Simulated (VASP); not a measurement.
The system is Ag.

```
Ag
1.0
     4.84887    0.00000    0.00000
    -2.42444    4.19925    0.00000
     0.00000    0.00000    2.97257
Ag
3
Direct
  0.00000 0.00000 0.00000
  0.33333 0.66667 0.50000
  0.66667 0.33333 0.50000
```

```yaml
Program: VASP 6.6.1
Task: relaxation of cell and atoms
Functional: PBEsol
Potentials_or_basis: VASP PAW PBE potentials, release 64 (Ag)
Cutoff: 600 eV
k_mesh: 6 × 6 × 6
Occupations: gaussian, width 0.1 eV
Spin: no spin polarisation
```

At the start: pressure -11.5 GPa; volume 20.18 Å³/atom.

Q: How do energy, volume and symmetry change on relaxing?

A: Over 7 steps the energy falls by 148.3 meV/atom and the volume is 17.02 Å³/atom (-15.7 %); space group P6/mmm (No. 191, to 0.05 Å).

Step by step:
| step | energy change (eV) | largest force (eV/Å) | pressure (GPa) | volume (Å³) |
| --- | --- | --- | --- | --- |
| 1 | 0.0000 | 0.0000 | -11.46 | 60.53 |
| 2 | -0.3825 | 0.0000 | 5.89 | 48.74 |
| 3 | -0.4195 | 0.0000 | 0.13 | 50.98 |
| 4 | -0.4420 | 0.0000 | 0.63 | 50.75 |
| 5 | -0.4437 | 0.0000 | 0.86 | 50.68 |
| 6 | -0.4442 | 0.0000 | -0.63 | 51.35 |
| 7 | -0.4448 | 0.0000 | -0.06 | 51.05 |

Final structure:
```xyz
3
Lattice="4.6545 0.0000 0.0000 -2.3272 4.0309 0.0000 0.0000 0.0000 2.7210" Properties=species:S:1:pos:R:3 pbc="T T T"
Ag    0.0000    0.0000    0.0000
Ag    0.0000    2.6873    1.3605
Ag    2.3272    1.3436    1.3605
```

Caveat: the volume moved by over 15 % at a fixed basis, so the end points are rough; the PAW data sets were made with another functional, which shifts forces and pressure a little.
